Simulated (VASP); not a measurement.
Set up this calculation in VASP 6.6.1, as the native input.

| Item | Value |
| --- | --- |
| Task | relaxation of the atoms |
| Functional | LDA |
| Potentials or basis | VASP PAW LDA potentials, release 64 (Al, O) |
| Cutoff | 520 eV |
| k mesh | 5 × 5 × 1 |
| Occupations | gaussian, width 0.1 eV |
| Spin | no spin polarisation |
| Dipole correction | yes |
| Atoms held fixed (from 0) | [0, 1, 2, 3, 4, 5, 6, 7, 8, 9, 10, 11] |
| Further INCAR settings | ALGO = Normal; EDIFF = 1e-06; IBRION = 2; EDIFFG = -0.025; NSW = 36 |
| Atoms held along some axes (from 0) | atom 12 along a and b |

The structure of Al12O lies in POSCAR:

```
Al12O
1.0
    5.6336864732      0.0000000000      0.0000000000
    0.0000000000      5.6336864732      0.0000000000
    0.0000000000      0.0000000000     19.6042971194
Al O
12 1
Selective dynamics
Direct
    0.2500000000      0.2500000000      0.2040368994  F F F
    0.2500000000      0.7500000000      0.2040368994  F F F
    0.7500000000      0.2500000000      0.2040368994  F F F
    0.7500000000      0.7500000000      0.2040368994  F F F
    0.0000000000      0.0000000000      0.3086956408  F F F
    0.0000000000      0.5000000000      0.3086956408  F F F
    0.5000000000      0.0000000000      0.3086956408  F F F
    0.5000000000      0.5000000000      0.3086956408  F F F
    0.2500000000      0.2500000000      0.4133939141  F F F
    0.2500000000      0.7500000000      0.4133939141  F F F
    0.7500000000      0.2500000000      0.4133939141  F F F
    0.7500000000      0.7500000000      0.4133939141  F F F
    0.5000000000      0.5000000000      0.4003207758  F F T
```

These files were run (other wordings do the same):

INCAR

```
SYSTEM = Al12O
ALGO = Normal ; DIPOL = 0.5 0.5 0.316
EDIFF = 1E-6 ; EDIFFG = -0.025
ENCUT = 520 ; GGA = CA
IBRION = 2 ; IDIPOL = 3
ISIF = 2 ; ISMEAR = 0
LASPH = .True. ; LCHARG = .False.
LDIPOL = .True. ; LREAL = .False.
LWAVE = .False. ; NELM = 100
NSW = 36 ; PREC = Accurate
SIGMA = 0.1
```

KPOINTS

```
k-points
0
Gamma
  5 5 1
  0 0 0
```

Potentials or basis: VASP PAW LDA potentials, release 64 (Al, O).

Run with:

```console
$ cat potpaw_LDA.64/Al/POTCAR potpaw_LDA.64/O/POTCAR > POTCAR
$ mpirun -np 1 vasp_std > vasp.out
```

It gave:

| Item | Value |
| --- | --- |
| Energy gained by relaxing | 46.6 meV/atom |
| Ionic steps | 9 |
| Band gap on the k mesh | zero (bands 21 and 22 overlap by 0.64 eV) |

It took 33 min on 1 thread of Intel Xeon 8259CL (shared host), peak memory 0.49 GiB.
